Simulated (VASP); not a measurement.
PbS: single point with r2SCAN

The system is PbS.

```
CELL_PARAMETERS angstrom
3.65366 0.00000 0.00000
0.00000 3.65366 0.00000
0.00000 0.00000 3.65366
ATOMIC_POSITIONS crystal
Pb 0.00000 0.00000 0.00000
S 0.50000 0.50000 0.50000
```

```json
{
  "Program": "VASP 6.6.1",
  "Task": "single point",
  "Functional": "r2SCAN",
  "Potentials or basis": "VASP PAW PBE potentials, release 64 (Pb_d, S)",
  "Cutoff": "520 eV",
  "k mesh": "7 × 7 × 7",
  "Occupations": "fermi-dirac, width 0.05 eV",
  "Spin": "non-collinear spin, zero start, spin-orbit coupling",
  "Starting moments": "[[0.0, 0.0, 0.0], [0.0, 0.0, 0.0]] μB"
}
```

```
Pressure                                              : -1.2 GPa
Net moment                                            : 0.00 μB per cell
Valence electrons inside the program's atomic spheres : Pb 11.78; S 3.68
```

Moments on the atoms (μB; x, y, z):
```
Pb  0.00 0.00 0.00
S   0.00 0.00 0.00
```

Run time: 4.6 min on 1 thread of Intel(R) Xeon(R) 6975P-C (Granite Rapids), with other jobs on the host, peak memory 0.31 GiB.

Caveat: the PAW data sets were made with another functional, which shifts forces and pressure a little.
